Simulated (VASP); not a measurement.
A run of VASP 6.6.1 is set up as follows.

File INCAR:

```
PREC = Accurate
ENCUT = 520
EDIFF = 1E-6
ISMEAR = -1
SIGMA = 0.02
LREAL = False
LASPH = True
NELM = 80
ALGO = Normal
ISIF = 2
LWAVE = False
LCHARG = False
GGA = PE
NBANDS = 45
```

The input KPOINTS:

```
Automatic mesh
0
Gamma
  4 4 10
```

File POSCAR:

```
Si3N4
1.0
    7.6015000000      0.0000000000      0.0000000000
   -3.8007500000      6.5830921069      0.0000000000
    0.0000000000      0.0000000000      2.9061000000
Si N
6 8
Direct
    0.7679630651      0.1740808067      0.2500000000
    0.5938822584      0.7679630651      0.7500000000
    0.8259191933      0.5938822584      0.2500000000
    0.2320369349      0.8259191933      0.7500000000
    0.4061177416      0.2320369349      0.2500000000
    0.1740808067      0.4061177416      0.7500000000
    0.0299560718      0.3298971717      0.2500000000
    0.7000589001      0.0299560718      0.7500000000
    0.6701028283      0.7000589001      0.2500000000
    0.9700439282      0.6701028283      0.7500000000
    0.2999410999      0.9700439282      0.2500000000
    0.3298971717      0.2999410999      0.7500000000
    0.6666666667      0.3333333333      0.2500000000
    0.3333333333      0.6666666667      0.7500000000
```

Potentials or basis: VASP PAW PBE potentials, release 64 (Si, N).

Run with:

```console
$ cat potpaw_PBE.64/Si/POTCAR potpaw_PBE.64/N/POTCAR > POTCAR
$ mpirun -np 1 vasp_std > vasp.out
```

(1) Estimate the pressure.

(2) Predict the largest force.

Answers

(1) 5.4 GPa.

(2) 0.013 eV/Å.

Caveat: the cell stands under pressure.
